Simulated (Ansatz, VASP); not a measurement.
**Hg in VASP and in Ansatz**

File INCAR:

```
SYSTEM = Hg
  ALGO = Fast
  EDIFF = 1E-7
  ENCUT = 520
  GGA = PS
  ISIF = 2
  ISMEAR = 0
  IVDW = 12
  LASPH = .TRUE.
  LCHARG = .FALSE.
  LREAL = .FALSE.
  LWAVE = .FALSE.
  NBANDS = 19
  NELM = 100
  PREC = Accurate
  SIGMA = 0.15
```

File KPOINTS:

```
k-points
0
G
  18 18 10
  0 0 0
```

Contents of POSCAR:

```
Hg
1.0
    3.1113089710      0.0000000000      0.0000000000
   -1.5556544855      2.6944726079      0.0000000000
    0.0000000000      0.0000000000      5.4030991591
Hg
2
Direct
    0.6666666667      0.3333333333      0.7500000000
    0.3333333333      0.6666666667      0.2500000000
```

Input for Ansatz:

```yaml
crystal:
  lattice:
    - [3.111308971, 0.0, 0.0]
    - [-1.5556544855, 2.6944726079, 0.0]
    - [0.0, 0.0, 5.4030991591]
  atoms:
    - { symbol: Hg, position: [0.6666666667, 0.3333333333, 0.75] }
    - { symbol: Hg, position: [0.3333333333, 0.6666666667, 0.25] }
basis:
  ecutwfc: 420
kpoints:
  mp_grid: { grid: [18, 18, 10] }
hamiltonian:
  xc: pbesol
  dispersion: d3bj
scf:
  occupations: { method: gaussian, width: 0.15 }
output:
  forces: true
  stress: true
  eigenvalues: true
```

Alike in both runs: task single point; functional PBEsol; dispersion D3(BJ); k mesh 18 × 18 × 10; occupations gaussian, width 0.15 eV; no spin polarisation.

|  | VASP | Ansatz |
| --- | --- | --- |
| version | VASP 6.6.1 | Ansatz 0.2.0 |
| potentials or method | VASP PAW PBE potentials, release 64 (Hg), cutoff 520 eV | scalar-relativistic, plane waves, PAW |
| valence electrons in the cell | 24 | 40 |

|  | VASP | Ansatz | Ansatz less VASP |
| --- | --- | --- | --- |
| gap on the k mesh at the Fermi level (eV) | none | none | - |
| pressure (GPa) | -1.4 | -1.8 | -0.43 |
| traceless stress, the component that is largest in VASP (GPa) | -0.23 | -0.13 | +0.099 |

VASP's potentials were made for PBE, not for PBEsol. A gap of «none» marks a metal or a gap that the smearing closes. VASP's potentials hold 24 valence electrons a cell and Ansatz's 40, so a difference there can come from the potentials and not from the codes.

Neither program's run includes spin-orbit coupling.
